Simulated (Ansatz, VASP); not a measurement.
**CaF in VASP and in Ansatz**

```
Ca F
1.0
     3.96123    0.00000    0.00000
     0.00000    3.96123    0.00000
     0.00000    0.00000    4.26395
Ca F
1 1
Cartesian
  0.0000 0.0000 2.1320
  0.0000 0.0000 0.0000
```

Alike in both runs: task single point; functional PBE; k mesh 4 × 4 × 4; occupations gaussian, width 0.1 eV; collinear spin.

|  | VASP | Ansatz |
| --- | --- | --- |
| version | VASP 6.6.1 | Ansatz 0.2.0 |
| potentials or method | VASP PAW PBE potentials, release 64 (Ca_sv, F), cutoff 600 eV | scalar-relativistic, plane waves, PAW |
| valence electrons in the cell | 17 | 17 |

|  | VASP | Ansatz | Ansatz less VASP |
| --- | --- | --- | --- |
| gap on the k mesh at the Fermi level (eV) | none | none | - |
| pressure (GPa) | 0.3 | 0.2 | -0.12 |
| traceless stress, the component that is largest in VASP (GPa) | 0.27 | -0.21 | -0.475 |
| net moment per atom (μB) | 0.00 | 0.00 | 0.000 |

A gap of «none» marks a metal or a gap that the smearing closes. Ansatz's warnings: filled band counts differ across k points, seeded moment not kept.

The k mesh is coarse, so the values compare programs but aren't converged.
